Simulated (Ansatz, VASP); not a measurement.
## LiH: VASP beside Ansatz

```
Li H
1.0
     0.00000    2.11380    2.03250
     2.03250    0.00000    2.03250
     2.03250    2.11380    0.00000
Li H
1 1
Direct
  0.00000 0.00000 0.00000
  0.50000 0.50000 0.50000
```

Change from the starting cell: strain +0.0400 x Voigt [0, 1, 0, 0, 0, 0], atoms carried along.

Alike in both runs: task single point; functional LDA; k mesh 10 × 10 × 10; occupations gaussian, width 0.05 eV; no spin polarisation.

```csv
,VASP,Ansatz
version,VASP 6.6.1,Ansatz 0.2.0
potentials or method,"VASP PAW LDA potentials, release 64 (Li_sv, H), cutoff 520 eV","scalar-relativistic, plane waves, PAW"
valence electrons in the cell,4,4
```

|  | VASP | Ansatz | Ansatz less VASP |
| --- | --- | --- | --- |
| gap on the k mesh at the Fermi level (eV) | 2.26 | 2.27 | +0.007 |
| least direct gap on the mesh (eV) | 2.56 | 2.57 | +0.008 |

LDA's correlation is that of Perdew and Zunger in VASP and of Perdew and Wang (1992) in Ansatz.

Noted on VASP's run: the cutoff is short for stress, so the pressure is rough.
